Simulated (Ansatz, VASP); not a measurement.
**One calculation of Cu, two programs**

```
CELL_PARAMETERS angstrom
0.00000 1.81447 1.81447
1.81447 0.00000 1.81447
1.81447 1.81447 0.00000
ATOMIC_POSITIONS crystal
Cu 0.00000 0.00000 0.00000
```

Alike in both runs: functional PBE; k mesh 20 × 20 × 20; occupations gaussian, width 0.1 eV; no spin polarisation.

Ansatz relaxed the structure, and its values are those at the end. VASP's run is a single point on that final structure, the one shown.

|  | VASP | Ansatz |
| --- | --- | --- |
| version | VASP 6.6.1 | Ansatz 0.2.0 |
| potentials or method | VASP PAW PBE potentials, release 64 (Cu), cutoff 600 eV | scalar-relativistic, plane waves, PAW |
| valence electrons in the cell | 11 | 19 |

|  | VASP | Ansatz | Ansatz less VASP |
| --- | --- | --- | --- |
| gap on the k mesh at the Fermi level (eV) | none | none | - |
| pressure (GPa) | 0.7 | 0.0 | -0.74 |

A gap of «none» marks a metal or a gap that the smearing closes. VASP's potentials hold 11 valence electrons a cell and Ansatz's 19, so a difference there can come from the potentials and not from the codes.
